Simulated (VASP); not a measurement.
Here is a VASP 6.6.1 calculation.

INCAR

```
SYSTEM = Ge
PREC = Accurate
ENCUT = 520
EDIFF = 1E-6
ISMEAR = -1
SIGMA = 0.1
LREAL = .FALSE.
LASPH = .TRUE.
NELM = 100
ALGO = Normal
ISIF = 2
LWAVE = .FALSE.
LCHARG = .FALSE.
GGA = B5
ALDAX = 1.0
AGGAX = 1.0
AGGAC = 1.0
ALDAC = 0.0
NBANDS = 13
```

KPOINTS

```
regular mesh
0
G
  18 18 18
  0 0 0
```

File POSCAR:

```
Ge
1.0
    2.8342537660      0.0000000000      0.0000000000
    0.0000000000      2.8342537660      0.0000000000
    0.0000000000      0.0000000000      2.8342537660
Ge
1
Direct
    0.0000000000      0.0000000000      0.0000000000
```

Potentials or basis: VASP PAW PBE potentials, release 64 (Ge_d).

Command:

```console
$ cat potpaw_PBE.64/Ge_d/POTCAR > POTCAR
$ mpirun -np 1 vasp_std > vasp.out
```

Task: Estimate the band gap on the k mesh.

Result: Zero (band 7 reaches 10.83 eV, above the bottom of band 8 at 2.95 eV).

Task: Estimate the pressure.

Result: -1.9 GPa.

Caveat: the PAW data sets were made with another functional, which shifts forces and pressure a little.
